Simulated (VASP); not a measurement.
Set up this calculation in VASP 6.6.1, as the native input.

```
Task                   : single point
Functional             : PBE
Potentials or basis    : VASP PAW PBE potentials, release 64 (Mo_sv, S)
Cutoff                 : 500 eV
k mesh                 : 1 × 1 × 1, shifted
Occupations            : gaussian, width 0.01 eV
Spin                   : no spin polarisation
Dipole correction      : no
Further INCAR settings : ALGO = Normal; EDIFF = 1e-06; NBANDS = 20
```

The structure of MoS2 lies in POSCAR:

```
MoS2
1.0
    1.5312841100      0.8840879300      5.9345351000
   -1.5312841100      0.8840879300      5.9345351000
    0.0000000000     -1.7681748300      5.9345351000
Mo S
1 2
Direct
    0.0044212452      0.0044212452      0.0044212452
    0.2477000000      0.2477000000      0.2477000000
    0.4190000000      0.4190000000      0.4190000000
```

The input as run:

INCAR

```
SYSTEM = MoS2
PREC = Accurate
ENCUT = 500
EDIFF = 1E-6
ISMEAR = 0
SIGMA = 0.01
LREAL = .False.
LASPH = .True.
NELM = 120
ALGO = Normal
ISIF = 2
LWAVE = .False.
LCHARG = .False.
GGA = PE
NBANDS = 20
GGA_COMPAT = .False.
```

KPOINTS

```
Automatic mesh
0
Gamma
  1 1 1
  0.5 0.5 0.5
```

Potentials or basis: VASP PAW PBE potentials, release 64 (Mo_sv, S).

Launch:

```bash
$ cat potpaw_PBE.64/Mo_sv/POTCAR potpaw_PBE.64/S/POTCAR > POTCAR
$ mpirun -np 1 vasp_std > vasp.out
```

It gave:

```json
{"Pressure": "51.1 GPa", "Largest force": "5.177 eV/Å", "Band gap on the k mesh": "1.52 eV"}
```

Caveat: the k points lie up to 2.40 Å⁻¹ apart; forces of over 1 eV/Å act on the atoms, so gaps and moduli don't describe the material at rest.

Run time: 8.7 s on 1 thread of Intel(R) Xeon(R) 6975P-C (Granite Rapids) (shared host), peak memory 0.3 GiB.
